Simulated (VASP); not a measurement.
**Cs4ErTe: single point with PBE**

Crystal: Cs4ErTe.

```
Cs Er Te
1.0
     5.13616    0.00000    0.00000
    -2.56808    4.44805    0.00000
     0.00000    0.00000   19.43571
Cs Er Te
4 1 1
Direct
  0.33333 0.66667 0.84115
  0.33333 0.66667 0.39539
  0.66667 0.33333 0.60461
  0.66667 0.33333 0.15885
  0.00000 0.00000 0.00000
  0.00000 0.00000 0.50000
```

The cell was built from a structure type or drawn by symmetry, and may not be a known phase.

```json
{"Program": "VASP 6.6.1", "Task": "single point", "Functional": "PBE", "Potentials or basis": "VASP PAW PBE potentials, release 64 (Cs_sv, Er_3, Te), 4f in core", "Cutoff": "500 eV", "k mesh": "4 × 4 × 1", "Occupations": "gaussian, width 0.2 eV", "Spin": "no spin polarisation", "Dipole correction": "no", "Mended": "yes", "Further INCAR settings": "ALGO = Normal; EDIFF = 1e-06; NBANDS = 34"}
```

```json
{
  "Pressure": "0.1 GPa",
  "Largest force": "0.034 eV/Å",
  "Band gap on the k mesh": "zero (an odd number of electrons rules out a gap without spin polarisation)"
}
```

Forces on the atoms (eV/Å):
```
Cs   0.000  0.000 -0.016
Cs   0.000  0.000  0.034
Cs   0.000  0.000 -0.034
Cs   0.000  0.000  0.016
Er   0.000  0.000  0.000
Te   0.000  0.000  0.000
```

Levels at points of the mesh, in eV from the Fermi level:
| k point | band 22 | band 23 | band 24 | band 25 | band 26 | band 27 | band 28 | band 29 | band 30 | band 31 |
| --- | --- | --- | --- | --- | --- | --- | --- | --- | --- | --- |
| (0.00, 0.00, 0.00) | -1.33 | -0.90 | -0.53 | -0.29 | -0.29 | 0.42 | 0.67 | 0.67 | 0.90 | 0.90 |
| (0.50, 0.00, 0.00) | -1.02 | -0.59 | -0.33 | -0.23 | -0.15 | 0.23 | 0.73 | 0.81 | 1.17 | 1.32 |

Run time: 83 s on 1 thread of Intel(R) Xeon(R) 6975P-C (Granite Rapids) (shared host), peak memory 0.53 GiB.

Caveat: spin-orbit coupling is left out, which moves the levels of the heavy elements; the 4f electrons are frozen in the core, so they carry no moment and show no levels. Spin polarisation is off, so any magnetic state and its effect on volume and gap are missing.
